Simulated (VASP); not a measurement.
# GaGe (F-43m) in VASP: further runs

The runs below take GaGe through single point, with LDA.

Everything below comes from runs of VASP 6.6.1. Logs are shortened: lines on timing, memory, paths and dates and some standing lists are left out, and cuts for length are marked.

### Step 1. The cell of the first run

The structure is cubic, space group F-43m (No. 216). The conventional cell has a = 5.717 Å, b = 5.717 Å, c = 5.717 Å, α = 90.00°, β = 90.00°, γ = 90.00°. Ge (site symmetry -43m) has 4 Ga at 2.48 Å within 3.3 Å. Ga (site symmetry -43m) has 4 Ge at 2.48 Å within 3.3 Å.

### Step 2. Single point, LDA

File INCAR:

```
PREC     = Accurate       # precision mode
ENCUT    = 520            # plane-wave cutoff, eV
EDIFF    = 1E-6           # SCF threshold, eV
ISMEAR   = -1             # smearing method
SIGMA    = 0.05           # smearing width, eV
LREAL    = F              # projectors in reciprocal space
LASPH    = T              # aspherical terms in the spheres
NELM     = 80             # most SCF steps
ALGO     = Normal         # electronic algorithm
ISIF     = 2              # what is computed and relaxed
LWAVE    = F              # write WAVECAR
LCHARG   = T              # write CHGCAR
LELF     = T              # ELF
LVHAR    = T            
NBANDS   = 20             # bands
```

File KPOINTS:

```
regular mesh
0
Gamma
  8 8 8
```

File POSCAR:

```
GaGe
1.0
    0.0000000000      2.8586791449      2.8586791449
    2.8586791449      0.0000000000      2.8586791449
    2.8586791449      2.8586791449      0.0000000000
Ge Ga
1 1
Direct
    0.0000000000      0.0000000000      0.0000000000
    0.2500000000      0.2500000000      0.2500000000
```

Potentials or basis: VASP PAW LDA potentials, release 64 (Ge_d, Ga_d).

On the command line:

```console
$ cat potpaw_LDA.64/Ge_d/POTCAR potpaw_LDA.64/Ga_d/POTCAR > POTCAR
$ mpirun -np 1 vasp_std > vasp.out
```

OUTCAR:

```text
PREC = Accurate
   ENCUT = 520
   EDIFF = 1E-6
   ISMEAR = -1
   LREAL = F
   LASPH = T
   NELM = 80
   ISIF = 2

 ion  position               nearest neighbor table
   1  0.000  0.000  0.000-   2 2.48   2 2.48   2 2.48   2 2.48
   2  0.250  0.250  0.250-   1 2.48   1 2.48   1 2.48   1 2.48

  LATTYP: Found a face centered cubic cell.
 ALAT       =     5.7173582898

  Lattice vectors:

 A1 = (   0.0000000000,   2.8586791449,   2.8586791449)
 A2 = (   2.8586791449,   0.0000000000,   2.8586791449)
 A3 = (   2.8586791449,   2.8586791449,   0.0000000000)

Analysis of symmetry for initial positions (statically):
=====================================================================
 Subroutine PRICEL returns:
 Original cell was already a primitive cell.

 Routine SETGRP: Setting up the symmetry group for a
 face centered cubic supercell.

 Subroutine GETGRP returns: Found 24 space group operations
 (whereof 24 operations were pure point group operations)
 out of a pool of 48 trial point group operations.

The static configuration has the point symmetry T_d .

Analysis of symmetry for dynamics (positions and initial velocities):
=====================================================================
 Subroutine PRICEL returns:
 Original cell was already a primitive cell.

 Routine SETGRP: Setting up the symmetry group for a
 face centered cubic supercell.

 Subroutine GETGRP returns: Found 24 space group operations
 (whereof 24 operations were pure point group operations)
 out of a pool of 48 trial point group operations.

The dynamic configuration has the point symmetry T_d .

 Subroutine INISYM returns: Found 24 space group operations
 (whereof 24 operations are pure point group operations),
 and found     1 'primitive' translations

----------------------------------------------------------------------------------------

                                     Primitive cell

  volume of cell :      46.7225

  direct lattice vectors                    reciprocal lattice vectors
     0.000000000  2.858679145  2.858679145    -0.174905953  0.174905953  0.174905953
     2.858679145  0.000000000  2.858679145     0.174905953 -0.174905953  0.174905953
     2.858679145  2.858679145  0.000000000     0.174905953  0.174905953 -0.174905953

  length of vectors
     4.042782817  4.042782817  4.042782817     0.302945997  0.302945997  0.302945997

  position of ions in fractional coordinates (direct lattice)
     0.000000000  0.000000000  0.000000000
[... 62 lines left out ...]
   total plane-waves  NPLWV =  27000
   dimension x,y,z NGX =    30 NGY =   30 NGZ =   30
   dimension x,y,z NGXF=    60 NGYF=   60 NGZF=   60
   ions per type =               1   1
   NGX,Y,Z   is equivalent  to a cutoff of  12.34, 12.34, 12.34 a.u.
   NGXF,Y,Z  is equivalent  to a cutoff of  24.67, 24.67, 24.67 a.u.
 SYSTEM =  unknown system
   PREC   = accura    normal or accurate (medium, high low for compatibility)
   ISTART =      0    job   : 0-new  1-cont  2-samecut
   ICHARG =      2    charge: 1-file 2-atom 10-const
   ISPIN  =      1    spin polarized calculation?
   LNONCOLLINEAR =      F non collinear calculations
   LSORBIT =      F    spin-orbit coupling
   LASPH  =      T    aspherical Exc in radial PAW
   ENCUT  =  520.0 eV  38.22 Ry    6.18 a.u.   7.52  7.52  7.52*2*pi/ulx,y,z
   NELM   =     80;   NELMIN=  2; NELMDL= -5     # of ELM steps
   EDIFF  = 0.1E-05   stopping-criterion for ELM
   LREAL  =      F    real-space projection
[... 7 lines left out ...]
   TEBEG  =    0.0;   TEEND  =   0.0 temperature during run
   PSTRESS=    0.0 pullay stress
   NELECT =      27.0000    total number of electrons
   NUPDOWN=      -1.0000    fix difference up-down
   EMIN   =  10.00;   EMAX   =-10.00  energy-range for DOS
   EFERMI =   0.00;   METHOD = LEGACY
   ISMEAR =    -1;   SIGMA  =   0.05  broadening in eV -4-tet -1-fermi 0-gaus
   EFERMI_NEDOS =   21; number of points for ismear=-14 and -15
   IALGO  =     38    algorithm
   IMIX   =      4    mixing-type and parameters
     AMIX     =   0.40;   BMIX     =  1.00
     AMIX_MAG =   1.60;   BMIX_MAG =  1.00
  volume/ion in A,a.u.               =      23.36       157.65
  Fermi-wavevector in a.u.,A,eV,Ry     =   1.363601  2.576832 25.298781  1.859408
  Thomas-Fermi vector in A             =   2.489990
   LORBIT       =      0    0 simple, 1 ext, 2 COOP (PROOUT), +10 PAW based schemes
   GGA     = CA    functional components
   LHFCALC =     F    Hartree Fock is set to
   AEXX    =    0.0000 exact exchange contribution
   IVDW    =     0    specifies the selected vdW correction
   LEPSILON=     F    determine dielectric tensor
   LRPA    =     F    only Hartree local field effects (RPA)
 non-spin polarized calculation
  energy-cutoff  :      520.00
  volume of cell :       46.72
 maximum number of plane-waves:      1283
   NGX = 15   NGY = 15   NGZ = 15

 number of electron      26.9999983 magnetization

 Free energy of the ion-electron system (eV)
  ---------------------------------------------------
  ext. energy  EPLUGINS =         0.00000000
  ---------------------------------------------------
  free energy    TOTEN  =        -8.42869983 eV

  energy without entropy =       -8.42035354  energy(sigma->0) =       -8.42452669

 E-fermi :   3.1026     XC(G=0): -10.0824

 val. band max:        2.8481547618   @ k =   0.2500   0.2500   0.0000
 cond. band min:       3.1386024542   @ k =  -0.1250   0.1250   0.0000
 fundamental gap:      0.2904476924
 Fermi energy:         3.1025730567

 k-point     1 :       0.0000    0.0000    0.0000
  band No.  band energies     occupation
      1     -20.9425      2.00000
      2     -20.9425      2.00000
      3     -20.9425      2.00000
      4     -20.9201      2.00000
      5     -20.9201      2.00000
      6     -11.3651      2.00000
[... 541 lines left out ...]
     19      12.3513      0.00000
     20      15.2042      0.00000

 [... further k-points ...]
[... 5 lines left out ...]
  --------------------------------------------------------------------------------------
  -------------------------------------------------------------------------------------
  Total       -0.6140020     -0.6140020     -0.6140020      0.0000000      0.0000000     -0.0000000
  in kB      -21.0549462    -21.0549462    -21.0549462      0.0000000      0.0000000     -0.0000000
  external PRESSURE =     -21.0549462 kB  Pullay stress =       0.0000000 kB

 VOLUME and BASIS-vectors are now :
 -----------------------------------------------------------------------------
  energy-cutoff  :      520.00
  volume of cell :       46.72
      direct lattice vectors                 reciprocal lattice vectors
     0.000000000  2.858679145  2.858679145    -0.174905953  0.174905953  0.174905953
     2.858679145  0.000000000  2.858679145     0.174905953 -0.174905953  0.174905953
     2.858679145  2.858679145  0.000000000     0.174905953  0.174905953 -0.174905953

 POSITION                                       TOTAL-FORCE (eV/Angst)
 -----------------------------------------------------------------------------------
      0.00000      0.00000      0.00000        -0.000000     -0.000000     -0.000000
      1.42934      1.42934      1.42934         0.000000      0.000000      0.000000
 -----------------------------------------------------------------------------------
    total drift:                                0.000001      0.000001      0.000001

  FREE ENERGIE OF THE ION-ELECTRON SYSTEM (eV)
  ---------------------------------------------------
  free  energy   TOTEN  =        -8.4286998328 eV

  energy  without entropy=       -8.4203535430  energy(sigma->0) =       -8.42452669
```

stdout:

```text
POSCAR found type information on POSCAR GeGa
 POSCAR found :  2 types and       2 ions
 scaLAPACK will be used
 LDA part: xc-table for (Slater(with rela. corr.)+CA(PZ))
 , standard interpolation
 POSCAR, INCAR and KPOINTS ok, starting setup
 FFT: planning ... GRIDC
 FFT: planning ... GRID_SOFT
 FFT: planning ... GRID
 WAVECAR not read
 entering main loop
```

Wall time 12 s (1 thread of Intel Xeon 6975P-C (Granite Rapids), shared host); peak memory 0.16 GiB.

Results:

```
Free energy : -8.4287 eV
Pressure    : -2.1 GPa
```

### Step 3. Single point, LDA

This run uses another cell than the first one, of 24.33 Å³/atom, 1.042 times its volume.

File INCAR:

```
SYSTEM = GaGe
ALGO = Normal
EDIFF = 1E-6
ENCUT = 520
GGA = CA
ISIF = 2
ISMEAR = -1
LASPH = .True.
LCHARG = .False.
LREAL = .False.
LWAVE = .False.
NBANDS = 20
NELM = 60
PREC = Accurate
SIGMA = 0.05
```

File KPOINTS:

```
k-points
0
Gamma
  8 8 8
  0 0 0
```

File POSCAR:

```
GaGe
1.0
    0.0000000000      2.8978440000      2.8978440000
    2.8978440000      0.0000000000      2.8978440000
    2.8978440000      2.8978440000      0.0000000000
Ge Ga
1 1
Direct
    0.0000000000      0.0000000000      0.0000000000
    0.2500000000      0.2500000000      0.2500000000
```

Potentials or basis: VASP PAW LDA potentials, release 64 (Ge_d, Ga_d).

On the command line:

```console
$ cat potpaw_LDA.64/Ge_d/POTCAR potpaw_LDA.64/Ga_d/POTCAR > POTCAR
$ mpirun -np 1 vasp_std > vasp.out
```

Wall time 13 s (1 thread of Intel Xeon 6975P-C (Granite Rapids), shared host); peak memory 0.15 GiB.

Results (log left out):

```yaml
Free_energy: -8.3913 eV
Pressure: -4.0 GPa
```

Levels at points of the mesh, in eV from the Fermi level:
| k point | band 10 | band 11 | band 12 | band 13 | band 14 | band 15 | band 16 | band 17 | band 18 | band 19 |
| --- | --- | --- | --- | --- | --- | --- | --- | --- | --- | --- |
| (0.00, 0.00, 0.00) | -14.39 | -10.56 | 1.69 | 1.69 | 1.69 | 1.91 | 4.35 | 4.35 | 4.35 | 7.57 |
| (0.50, 0.00, 0.00) | -14.39 | -8.60 | -5.39 | 0.38 | 0.38 | 1.97 | 5.34 | 5.34 | 8.11 | 11.31 |
| (0.50, 0.50, 0.00) | -14.38 | -7.55 | -5.84 | -1.25 | -1.25 | 2.28 | 2.39 | 10.92 | 10.92 | 12.11 |

[end of part 1 of 2]
